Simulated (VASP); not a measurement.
## Ag: single point with PBEsol

Crystal: Ag.

```
Ag
1.0
     0.00000    2.02604    2.02604
     2.02604    0.00000    2.02604
     2.02604    2.02604    0.00000
Ag
1
Direct
  0.00000 0.00000 0.00000
```

```
Program             : VASP 6.6.1
Task                : single point
Functional          : PBEsol
Potentials or basis : VASP PAW PBE potentials, release 64 (Ag)
Cutoff              : 520 eV
k mesh              : 9 × 9 × 9
Occupations         : fermi-dirac, width 0.05 eV
Spin                : no spin polarisation
```

```yaml
Pressure: -0.2 GPa
Band_gap_on_the_k_mesh: zero (an odd number of electrons rules out a gap without spin polarisation)
```

Levels at points of the mesh, in eV from the Fermi level:
| k point | band 3 | band 4 | band 5 | band 6 | band 7 | band 8 | band 9 | band 10 |
| --- | --- | --- | --- | --- | --- | --- | --- | --- |
| (0.00, 0.00, 0.00) | -5.12 | -5.12 | -4.03 | -4.03 | 15.78 | 19.50 | 19.50 | 19.50 |

Wall time 4.4 s on 1 thread of Intel(R) Xeon(R) Platinum 8488C (Sapphire Rapids) (shared host), peak memory 0.14 GiB.

Caveat: the PAW data sets were made with another functional, which shifts forces and pressure a little.
